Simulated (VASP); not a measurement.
Runs of VASP 6.6.1 on Si2W. The structure is that of space group I4/mmm (No. 139), or close to it. The cells are those of the table. 

```tsv
cell	gap on the mesh (eV)	pressure (GPa)	largest force (eV/Å)
a = 4.486 Å, angles 138.6, 138.6, 59.9°, 3 atoms	none	12.0	0.12
a = 4.532, b = 4.532, c = 4.481 Å, angles 138.2, 138.2, 59.2°, 3 atoms	none	2.4	0.19
a = 4.548 Å, angles 138.6, 138.6, 59.9°, 3 atoms	none	(b)	0.21
a = 4.559, b = 4.559, c = 4.592 Å, angles 138.9, 138.9, 60.4°, 3 atoms	none	(a)	0.20
a = 4.525 Å, angles 139.3, 139.3, 58.9°, 3 atoms	none	11.5	0.10
```

Alike in all rows: task single point; level PBE; potentials or basis VASP PAW PBE potentials, release 64 (Si, W_sv); no spin polarisation; k mesh 11 × 11 × 14; cutoff (eV) 520; smearing fermi-dirac 0.05 eV.

Task: Fill in the values left out.

Result: (a) 2.1; (b) 1.7.

Caveats: spin-orbit coupling is left out, which moves the levels of the heavy elements; the cell stands under pressure (at least some runs).

A k mesh can miss the band edges, and the runs leave out spin-orbit coupling on W.

A gap of «none» marks levels without a gap at the run's occupations.
